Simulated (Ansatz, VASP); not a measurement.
## Ca3C: VASP beside Ansatz

File INCAR:

```
  ALGO = Normal
  EDIFF = 1E-7
  ENCUT = 520
  GGA = PE
  ISIF = 2
  ISMEAR = 0
  LASPH = T
  LCHARG = T
  LELF = T
  LREAL = F
  LVHAR = T
  LWAVE = F
  NBANDS = 25
  NELM = 100
  PREC = Accurate
  SIGMA = 0.1
```

The input KPOINTS:

```
k-points
0
Gamma
  4 4 4
```

Contents of POSCAR:

```
Ca3C
1.0
    4.4834607621      0.0000000000      0.0000000000
    0.0000000000      4.4834607621      0.0000000000
    0.0000000000      0.0000000000      4.4834607621
Ca C
3 1
Direct
    0.0000000000      0.5000000000      0.5000000000
    0.5000000000      0.0000000000      0.5000000000
    0.5000000000      0.5000000000      0.0000000000
    0.0000000000      0.0000000000      0.0000000000
```

Input for Ansatz:

```yaml
crystal:
  lattice:
    - [4.4834607621, 0.0, 0.0]
    - [0.0, 4.4834607621, 0.0]
    - [0.0, 0.0, 4.4834607621]
  atoms:
    - { symbol: Ca, position: [0.0, 0.5, 0.5] }
    - { symbol: Ca, position: [0.5, 0.0, 0.5] }
    - { symbol: Ca, position: [0.5, 0.5, 0.0] }
    - { symbol: C, position: [0.0, 0.0, 0.0] }
basis:
  ecutwfc: 420
kpoints:
  mp_grid: { grid: [4, 4, 4] }
hamiltonian:
  xc: pbe
scf:
  occupations: { method: gaussian, width: 0.1 }
  lower_state_search: "off"
output:
  forces: true
  stress: true
  eigenvalues: true
```

Alike in both runs: task single point; functional PBE; k mesh 4 × 4 × 4; occupations gaussian, width 0.1 eV; no spin polarisation.

```csv
,VASP,Ansatz
version,VASP 6.6.1,Ansatz 0.2.0
potentials or method,"VASP PAW PBE potentials, release 64 (Ca_sv, C), cutoff 520 eV","scalar-relativistic, plane waves, PAW"
valence electrons in the cell,34,34
```

```tsv
	VASP	Ansatz	Ansatz less VASP
gap on the k mesh at the Fermi level (eV)	none	none	-
pressure (GPa)	0.9	0.8	-0.10
```

A gap of «none» marks a metal or a gap that the smearing closes.
